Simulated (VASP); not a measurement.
Here is a VASP 6.6.1 calculation.

INCAR

```
SYSTEM = SiO2
ALGO = Normal
EDIFF = 1E-7
ENCUT = 520
GGA = CA
ISIF = 2
ISMEAR = 0
LASPH = .True.
LCHARG = .False.
LREAL = Auto
LWAVE = .False.
NBANDS = 63
NELM = 80
PREC = Accurate
SIGMA = 0.02
```

KPOINTS

```
k-points
0
Gamma
  6 6 4
  0 0 0
```

File POSCAR:

```
SiO2
1.0
    7.2167753982      0.0000000000      0.0000000000
   -3.6083876991      6.2499108282      0.0000000000
    0.0000000000      0.0000000000      6.8942531908
Si O
6 12
Direct
    0.5350867516      0.7675433758      0.4166666667
    0.4649132484      0.2324566242      0.9166666667
    0.2324566242      0.4649132484      0.7500000000
    0.7675433758      0.2324566242      0.5833333333
    0.7675433758      0.5350867516      0.2500000000
    0.2324566242      0.7675433758      0.0833333333
    0.6114320348      0.3885679652      0.0833333333
    0.0000000000      0.6868973954      0.1666666667
    0.7771359304      0.3885679652      0.4166666667
    0.6868973954      0.6868973954      0.3333333333
    0.3131026046      0.3131026046      0.8333333333
    0.6114320348      0.2228640696      0.7500000000
    0.2228640696      0.6114320348      0.9166666667
    0.3131026046      0.0000000000      0.0000000000
    0.0000000000      0.3131026046      0.6666666667
    0.3885679652      0.7771359304      0.2500000000
    0.3885679652      0.6114320348      0.5833333333
    0.6868973954      0.0000000000      0.5000000000
```

Potentials or basis: VASP PAW LDA potentials, release 64 (Si, O).

Command:

```sh
$ cat potpaw_LDA.64/Si/POTCAR potpaw_LDA.64/O/POTCAR > POTCAR
$ mpirun -np 1 vasp_std > vasp.out
```

Problem. Predict the largest force.

Solution. 0.018 eV/Å.

Problem. What does it give for the band gap on the k mesh?

Solution. 5.70 eV (least direct gap 5.84 eV).

Problem. Predict the pressure.

Solution. 4.6 GPa.

Forces on the atoms (eV/Å):
```
Si   0.015  0.009  0.000
Si  -0.015 -0.009  0.000
Si   0.000 -0.018  0.000
Si   0.015 -0.009  0.000
Si   0.000  0.018  0.000
Si  -0.015  0.009  0.000
O   -0.001  0.001  0.000
O    0.002 -0.004  0.000
O    0.001  0.001  0.000
O   -0.002 -0.004  0.000
O    0.002  0.004  0.000
O    0.000 -0.001  0.000
O   -0.001 -0.001  0.000
O    0.005  0.000  0.000
O   -0.002  0.004  0.000
O    0.000  0.001  0.000
O    0.001 -0.001  0.000
O   -0.005  0.000  0.000
```

Caveat: the cell stands under pressure. A k mesh can miss the band edges.
